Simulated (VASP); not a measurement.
A run of VASP 6.6.1 is set up as follows.

Contents of POSCAR:

```
GdN
1.0
    0.0000000000      2.4919410796      2.4919410796
    2.4919410796      0.0000000000      2.4919410796
    2.4919410796      2.4919410796      0.0000000000
Gd N
1 1
Direct
    0.0000000000      0.0000000000      0.0000000000
    0.5000000000      0.5000000000      0.5000000000
```

INCAR.step1

```
SYSTEM = GdN
PREC = Accurate
ENCUT = 800
ISMEAR = 0
SIGMA = 0.05
LREAL = .FALSE.
LASPH = .TRUE.
NELM = 200
ISPIN = 2
MAGMOM = 7 0
LMAXMIX = 6
NBANDS = 22
GGA = PE
ALGO = Normal
EDIFF = 1E-5
LWAVE = .TRUE.
LCHARG = .FALSE.
GGA_COMPAT = .FALSE.
```

Contents of INCAR.step2:

```
SYSTEM = GdN
PREC = Accurate
ENCUT = 800
EDIFF = 1E-6
ISMEAR = 0
SIGMA = 0.05
LREAL = .FALSE.
LASPH = .TRUE.
NELM = 200
ALGO = Normal
ISIF = 2
LWAVE = .FALSE.
LCHARG = .FALSE.
ISPIN = 2
MAGMOM = 7 0
LORBIT = 11
LMAXMIX = 6
METAGGA = R2SCAN
LMIXTAU = .TRUE.
NBANDS = 22
ISTART = 1
GGA_COMPAT = .FALSE.
```

The input KPOINTS:

```
Automatic mesh
0
G
  12 12 12
  0 0 0
```

Potentials or basis: VASP PAW PBE potentials, release 64 (Gd, N).

Run with:

```bash
$ cat potpaw_PBE.64/Gd/POTCAR potpaw_PBE.64/N/POTCAR > POTCAR
$ cp INCAR.step1 INCAR
$ mpirun -np 1 vasp_std > vasp.out
$ cp INCAR.step2 INCAR
$ mpirun -np 1 vasp_std > vasp.out
```

**Question.** Predict the site moments.

**Answer.** Gd +6.79; N -0.12 μB.

**Question.** What does it give for the pressure?

**Answer.** -0.9 GPa.

**Question.** What does it give for the band gap on the k mesh?

**Answer.** Zero (filled and empty bands overlap).

**Question.** What does it give for the net moment?

**Answer.** 7.00 μB per cell.

Caveat: the PAW data sets were made with another functional, which shifts forces and pressure a little; spin-orbit coupling is left out, which moves the levels of the heavy elements; a cell with one magnetic atom can't hold antiferromagnetic order, which such compounds often take; semilocal functionals describe open f shells poorly, which spoils levels, moments and volumes. With open d or f shells a metallic result of r2SCAN can be an artefact of self-interaction; +U or a hybrid may open a gap.
